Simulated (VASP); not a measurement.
# MgB2 (P6/mmm) in VASP: notebook, part 2 of 2

VASP 6.6.1. Earlier steps stand in the parts before.

**4. Single point, r2SCAN**

This run uses another cell than the first one, of 10.07 Å³/atom.

The input, POSCAR:

```
MgB2
1.0
    3.1255967608      0.0000000000      0.0000000000
   -1.5627983804      2.7068461969      0.0000000000
    0.0000000000      0.0000000000      3.5693605797
Mg B
1 2
Direct
    0.0000000000      0.0000000000      0.0000000000
    0.6666666667      0.3333333333      0.5000000000
    0.3333333333      0.6666666667      0.5000000000
```

The input, INCAR.step1:

```
  PREC = Accurate
  ENCUT = 750
  ISMEAR = -1
  SIGMA = 0.05
  LREAL = F
  LASPH = T
  NELM = 120
  NBANDS = 15
  GGA = PE
  ALGO = Normal
  EDIFF = 1E-5
  LWAVE = T
  LCHARG = F
  GGA_COMPAT = F
```

The input, INCAR.step2:

```
  PREC = Accurate
  ENCUT = 750
  EDIFF = 1E-6
  ISMEAR = -1
  SIGMA = 0.05
  LREAL = F
  LASPH = T
  NELM = 120
  ALGO = Normal
  ISIF = 2
  LWAVE = F
  LCHARG = F
  METAGGA = R2SCAN
  LMIXTAU = T
  NBANDS = 15
  ISTART = 1
  GGA_COMPAT = F
```

The input, KPOINTS:

```
regular mesh
0
Gamma
  10 10 8
```

Potentials or basis: VASP PAW PBE potentials, release 64 (Mg_sv, B).

Started as:

```console
$ cat potpaw_PBE.64/Mg_sv/POTCAR potpaw_PBE.64/B/POTCAR > POTCAR
$ cp INCAR.step1 INCAR
$ mpirun -np 1 vasp_std > vasp.out
$ cp INCAR.step2 INCAR
$ mpirun -np 1 vasp_std > vasp.out
```

OUTCAR:

```text
PREC = Accurate
   ENCUT = 750
   EDIFF = 1E-6
   ISMEAR = -1
   LREAL = F
   LASPH = T
   NELM = 120
   ISIF = 2
   METAGGA = R2SCAN
   ISTART = 1

 ion  position               nearest neighbor table
   1  0.000  0.000  0.000-
   2  0.667  0.333  0.500-   3 1.80   3 1.80   3 1.80
   3  0.333  0.667  0.500-   2 1.80   2 1.80   2 1.80

  LATTYP: Found a hexagonal cell.
 ALAT       =     3.1255967608
 C/A-ratio  =     1.1419773096

  Lattice vectors:

 A1 = (   3.1255967608,   0.0000000000,   0.0000000000)
 A2 = (  -1.5627983804,   2.7068461969,   0.0000000000)
 A3 = (   0.0000000000,   0.0000000000,   3.5693605797)

Analysis of symmetry for initial positions (statically):
=====================================================================
 Subroutine PRICEL returns:
 Original cell was already a primitive cell.

 Routine SETGRP: Setting up the symmetry group for a
 hexagonal supercell.

 Subroutine GETGRP returns: Found 24 space group operations
 (whereof 24 operations were pure point group operations)
 out of a pool of 24 trial point group operations.

The static configuration has the point symmetry D_6h.

Analysis of symmetry for dynamics (positions and initial velocities):
=====================================================================
 Subroutine PRICEL returns:
 Original cell was already a primitive cell.

 Routine SETGRP: Setting up the symmetry group for a
 hexagonal supercell.

 Subroutine GETGRP returns: Found 24 space group operations
 (whereof 24 operations were pure point group operations)
 out of a pool of 24 trial point group operations.

The dynamic configuration has the point symmetry D_6h.

 Subroutine INISYM returns: Found 24 space group operations
 (whereof 24 operations are pure point group operations),
 and found     1 'primitive' translations

----------------------------------------------------------------------------------------

                                     Primitive cell

  volume of cell :      30.1986

  direct lattice vectors                    reciprocal lattice vectors
     3.125596761  0.000000000  0.000000000     0.319938903  0.184716812  0.000000000
    -1.562798380  2.706846197  0.000000000     0.000000000  0.369433624  0.000000000
     0.000000000  0.000000000  3.569360580     0.000000000  0.000000000  0.280162224

  length of vectors
     3.125596761  3.125596761  3.569360580     0.369433624  0.369433624  0.280162224

  position of ions in fractional coordinates (direct lattice)
     0.000000000  0.000000000  0.000000000
     0.666666667  0.333333333  0.500000000
     0.333333333  0.666666667  0.500000000

  ion indices of the primitive-cell ions
   primitive index   ion index
                 1           1
                 2           2
                 3           3

----------------------------------------------------------------------------------------

 KPOINTS: regular mesh

Automatic generation of k-mesh.
 Grid dimensions read from file:
 generate k-points for:   10   10    8

 Generating k-lattice:

[... 42 lines left out ...]
 [... further k-points ...]
   k-points           NKPTS =     70   k-points in BZ     NKDIM =     70   number of bands    NBANDS=     15
   number of dos      NEDOS =    301   number of ions     NIONS =      3
   total plane-waves  NPLWV =  25088
   dimension x,y,z NGX =    28 NGY =   28 NGZ =   32
   dimension x,y,z NGXF=    56 NGYF=   56 NGZF=   64
   ions per type =               1   2
   NGX,Y,Z   is equivalent  to a cutoff of  14.89, 14.89, 14.90 a.u.
   NGXF,Y,Z  is equivalent  to a cutoff of  29.79, 29.79, 29.81 a.u.
 SYSTEM =  unknown system
   PREC   = accura    normal or accurate (medium, high low for compatibility)
   ISTART =      1    job   : 0-new  1-cont  2-samecut
   ICHARG =      0    charge: 1-file 2-atom 10-const
   ISPIN  =      1    spin polarized calculation?
   LNONCOLLINEAR =      F non collinear calculations
   LSORBIT =      F    spin-orbit coupling
   LASPH  =      T    aspherical Exc in radial PAW
   ENCUT  =  750.0 eV  55.12 Ry    7.42 a.u.   6.98  6.98  7.97*2*pi/ulx,y,z
   NELM   =    120;   NELMIN=  2; NELMDL=  0     # of ELM steps
   EDIFF  = 0.1E-05   stopping-criterion for ELM
   LREAL  =      F    real-space projection
   EDIFFG = 0.1E-04   stopping-criterion for IOM
   NSW    =      0    number of steps for IOM
   IBRION =     -1    ionic relax: 0-MD 1-quasi-New 2-CG
   NFREE  =      0    steps in history (QN), initial steepest desc. (CG)
   ISIF   =      2    stress and relaxation
   ISYM   =      2    0-nonsym 1-usesym 2-fastsym
   POTIM  = 0.5000    time-step for ionic-motion
   TEBEG  =    0.0;   TEEND  =   0.0 temperature during run
   PSTRESS=    0.0 pullay stress
   NELECT =      16.0000    total number of electrons
   NUPDOWN=      -1.0000    fix difference up-down
   EMIN   =  10.00;   EMAX   =-10.00  energy-range for DOS
   EFERMI =   0.00;   METHOD = LEGACY
   ISMEAR =    -1;   SIGMA  =   0.05  broadening in eV -4-tet -1-fermi 0-gaus
   EFERMI_NEDOS =   21; number of points for ismear=-14 and -15
   IALGO  =     38    algorithm
   IMIX   =      4    mixing-type and parameters
     AMIX     =   0.40;   BMIX     =  1.00
     AMIX_MAG =   1.60;   BMIX_MAG =  1.00
  volume/ion in A,a.u.               =      10.07        67.93
  Fermi-wavevector in a.u.,A,eV,Ry     =   1.324705  2.503329 23.876093  1.754843
  Thomas-Fermi vector in A             =   2.454220
   LORBIT       =      0    0 simple, 1 ext, 2 COOP (PROOUT), +10 PAW based schemes
   METAGGA = R2SCAN    functional components
   LHFCALC =     F    Hartree Fock is set to
   AEXX    =    0.0000 exact exchange contribution
   IVDW    =     0    specifies the selected vdW correction
   LEPSILON=     F    determine dielectric tensor
   LRPA    =     F    only Hartree local field effects (RPA)
 non-spin polarized calculation
  energy-cutoff  :      750.00
  volume of cell :       30.20
 maximum number of plane-waves:      1428
 NGX is ok and might be reduce to    28
   NGX = 13   NGY = 13   NGZ = 15

 number of electron      16.0000013 magnetization

 Free energy of the ion-electron system (eV)
  ---------------------------------------------------
  ext. energy  EPLUGINS =         0.00000000
  ---------------------------------------------------
  free energy    TOTEN  =       -19.39079148 eV

  energy without entropy =      -19.38507334  energy(sigma->0) =      -19.38793241

 E-fermi :   4.8901     XC(G=0): -11.6386

 val. band max:        4.8670032735   @ k =   0.4000   0.0000   0.5000
 cond. band min:       4.9053388958   @ k =   0.3000   0.2000   0.0000
 fundamental gap:      0.0383356224
 Fermi energy:         4.8900865682

 k-point     1 :       0.0000    0.0000    0.0000
  band No.  band energies     occupation
      1     -73.5377      2.00000
      2     -38.6518      2.00000
      3     -38.6518      2.00000
      4     -38.6326      2.00000
      5      -8.1175      2.00000
      6       1.8135      2.00000
      7       5.2082      0.00345
      8       5.2082      0.00345
      9       6.7285      0.00000
     10      11.3064      0.00000
     11      11.3064      0.00000
     12      12.8793      0.00000
     13      15.2926      0.00000
     14      18.2725      0.00000
[... 401 lines left out ...]
      2     -38.6835      2.00000
      3     -38.6617      2.00000
      4     -38.6282      2.00000
      5      -4.4242      2.00000
      6      -2.5155      2.00000
      7       1.9116      2.00000
      8       4.1683      2.00000
      9       7.1918      0.00000
     10      10.2253      0.00000
     11      11.4845      0.00000
     12      13.5919      0.00000
     13      15.4384      0.00000
     14      18.8596      0.00000
     15      19.6783      0.00000

 [... further k-points ...]

------------------------ aborting loop because EDIFF is reached ----------------------------------------

  FORCE on cell =-STRESS in cart. coord.  units (eV):
  Direction    XX          YY          ZZ          XY          YZ          ZX
  --------------------------------------------------------------------------------------
  -------------------------------------------------------------------------------------
  Total       -1.6074712     -1.6074712     -1.1674150     -0.0000000     -0.0000000      0.0000000
  in kB      -85.2838578    -85.2838578    -61.9368189     -0.0000000     -0.0000000      0.0000000
  external PRESSURE =     -77.5015115 kB  Pullay stress =       0.0000000 kB

 VOLUME and BASIS-vectors are now :
 -----------------------------------------------------------------------------
  energy-cutoff  :      750.00
  volume of cell :       30.20
      direct lattice vectors                 reciprocal lattice vectors
     3.125596761  0.000000000  0.000000000     0.319938903  0.184716812  0.000000000
    -1.562798380  2.706846197  0.000000000     0.000000000  0.369433624  0.000000000
     0.000000000  0.000000000  3.569360580     0.000000000  0.000000000  0.280162224

 POSITION                                       TOTAL-FORCE (eV/Angst)
 -----------------------------------------------------------------------------------
      0.00000      0.00000      0.00000         0.000000      0.000000      0.000000
      1.56280      0.90228      1.78468        -0.000000     -0.000000     -0.000000
     -0.00000      1.80456      1.78468         0.000000      0.000000      0.000000
 -----------------------------------------------------------------------------------
    total drift:                               -0.000000      0.000000      0.000000

  FREE ENERGIE OF THE ION-ELECTRON SYSTEM (eV)
  ---------------------------------------------------
  free  energy   TOTEN  =       -19.3907914805 eV

  energy  without entropy=      -19.3850733369  energy(sigma->0) =      -19.38793241
```

It took 3.9 min on 1 thread of AMD EPYC 7R43 (Zen 3), shared host; peak memory 0.17 GiB.

Results:

```
Free energy            : -19.3908 eV
Pressure               : -7.8 GPa
Band gap on the k mesh : zero (bands 8 and 9 overlap by 2.48 eV)
```

Stress tensor (GPa, compression positive):
```
-8.53  0.00  0.00
 0.00 -8.53  0.00
 0.00  0.00 -6.19
```

Levels at points of the mesh, in eV from the Fermi level:
```tsv
k point	band 6	band 7	band 8	band 9	band 10	band 11
(0.00, 0.00, 0.00)	-3.08	0.32	0.32	1.84	6.42	6.42
(0.50, 0.00, 0.00)	-8.15	-2.31	0.18	3.16	3.97	5.54
(0.00, 0.00, 0.50)	-7.58	0.70	0.70	6.75	6.75	8.29
(0.50, 0.00, 0.50)	-7.26	-3.67	-2.01	-1.23	5.72	9.24
```

Caveat: the cell stands under tension; the PAW data sets were made with another functional, which shifts forces and pressure a little.
